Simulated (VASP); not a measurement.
Here is a VASP 6.6.1 calculation.

Contents of INCAR:

```
PREC = Accurate
ENCUT = 600
EDIFF = 1E-6
ISMEAR = 0
SIGMA = 0.2
LREAL = False
LASPH = True
NELM = 120
ALGO = Normal
ISIF = 2
LWAVE = False
LCHARG = False
GGA = PE
NBANDS = 26
GGA_COMPAT = False
```

Contents of KPOINTS:

```
regular mesh
0
Gamma
  4 4 4
```

Contents of POSCAR:

```
AlO5
1.0
    4.5270511563      0.0000000000      0.0000000000
   -2.2635255782      3.9205413056      0.0000000000
    0.0000000000      0.0000000000      3.4800283018
Al O
1 5
Direct
    0.0000000000      0.0000000000      0.5000000000
    0.3333333333      0.6666666667      0.6850249168
    0.3333333333      0.6666666667      0.3149750832
    0.6666666667      0.3333333333      0.3149750832
    0.6666666667      0.3333333333      0.6850249168
    0.0000000000      0.0000000000      0.0000000000
```

Potentials or basis: VASP PAW PBE potentials, release 64 (Al, O).

Run with:

```console
$ cat potpaw_PBE.64/Al/POTCAR potpaw_PBE.64/O/POTCAR > POTCAR
$ mpirun -np 1 vasp_std > vasp.out
```

**Question.** Estimate the band gap on the k mesh.

**Answer.** Zero (an odd number of electrons rules out a gap without spin polarisation).

**Question.** Estimate the largest force.

**Answer.** 0.659 eV/Å.

**Question.** What does it give for the pressure?

**Answer.** 1.1 GPa.

Stress tensor (GPa, compression positive):
```
-0.06  0.00  0.00
 0.00 -0.06  0.00
 0.00  0.00  3.55
```

Caveat: the k points lie up to 0.45 Å⁻¹ apart, too coarse for converged energies and pressures of a metal; an odd number of electrons without spin polarisation forces a metal; a magnetic or distorted state may lie lower.
